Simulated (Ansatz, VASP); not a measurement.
# Two plane-wave programs on Al3Cu

Contents of INCAR:

```
SYSTEM = Al3Cu
PREC     = Accurate       ! precision mode
ENCUT    = 520            ! plane-wave cutoff, eV
EDIFF    = 1E-6           ! SCF threshold, eV
ISMEAR   = 0              ! smearing method
SIGMA    = 0.15           ! smearing width, eV
LREAL    = .False.        ! projectors in reciprocal space
LASPH    = .True.         ! aspherical terms in the spheres
NELM     = 60             ! most SCF steps
ALGO     = Fast           ! electronic algorithm
ISIF     = 2              ! what is computed and relaxed
LWAVE    = .False.        ! write WAVECAR
LCHARG   = .False.        ! write CHGCAR
GGA      = PS             ! functional
NBANDS   = 30             ! bands
```

KPOINTS

```
regular mesh
0
Gamma
  18 18 4
  0 0 0
```

POSCAR

```
Al3Cu
1.0
    2.7796830131      0.0000000000      0.0000000000
    0.0000000000      2.7796830131      0.0000000000
    0.0000000000      0.0000000000     15.2059141556
Al Cu
6 2
Direct
    0.0000000000      0.0000000000      0.2500000000
    0.0000000000      0.0000000000      0.7500000000
    0.4125672517      0.5000000000      0.1103442137
    0.5874327483      0.5000000000      0.6103442137
    0.5874327483      0.5000000000      0.3896557863
    0.4125672517      0.5000000000      0.8896557863
   -0.1079259752      0.0000000000      0.0000000000
    0.1079259752      0.0000000000      0.5000000000
```

Input for Ansatz:

```yaml
crystal:
  lattice:
    - [2.7796830131, 0.0, 0.0]
    - [0.0, 2.7796830131, 0.0]
    - [0.0, 0.0, 15.2059141556]
  atoms:
    - { symbol: Al, position: [0.0, 0.0, 0.25] }
    - { symbol: Al, position: [0.0, 0.0, 0.75] }
    - { symbol: Al, position: [0.4125672517, 0.5, 0.1103442137] }
    - { symbol: Al, position: [0.5874327483, 0.5, 0.6103442137] }
    - { symbol: Al, position: [0.5874327483, 0.5, 0.3896557863] }
    - { symbol: Al, position: [0.4125672517, 0.5, 0.8896557863] }
    - { symbol: Cu, position: [-0.1079259752, 0.0, 0.0] }
    - { symbol: Cu, position: [0.1079259752, 0.0, 0.5] }
basis:
  ecutwfc: 420
kpoints:
  mp_grid: { grid: [18, 18, 4] }
hamiltonian:
  xc: pbesol
scf:
  occupations: { method: gaussian, width: 0.15 }
output:
  forces: true
  stress: true
  eigenvalues: true
```

Change from the starting cell: mode 4 (55.9 1/cm) frozen in, largest displacement -0.300 Å.

Alike in both runs: task single point; functional PBEsol; k mesh 18 × 18 × 4; occupations gaussian, width 0.15 eV; no spin polarisation.

|  | VASP | Ansatz |
| --- | --- | --- |
| version | VASP 6.6.1 | Ansatz 0.2.0 |
| potentials or method | VASP PAW PBE potentials, release 64 (Al, Cu), cutoff 520 eV | scalar-relativistic, plane waves, PAW |
| valence electrons in the cell | 40 | 56 |

|  | VASP | Ansatz | Ansatz less VASP |
| --- | --- | --- | --- |
| gap on the k mesh at the Fermi level (eV) | none | none | - |
| pressure (GPa) | 0.8 | 0.6 | -0.20 |
| traceless stress, the component that is largest in VASP (GPa) | 0.46 | 0.47 | +0.009 |
| rms of the force components (eV/Å) | 0.065 | 0.066 | +0.0003 |

VASP's potentials were made for PBE, not for PBEsol. Atom by atom the forces differ by 0.008 eV/Å (rms over components). A gap of «none» marks a metal or a gap that the smearing closes. With one functional, cell and mesh, what is left measures potentials, basis and numerics. VASP's potentials hold 40 valence electrons a cell and Ansatz's 56, so a difference there can come from the potentials and not from the codes.
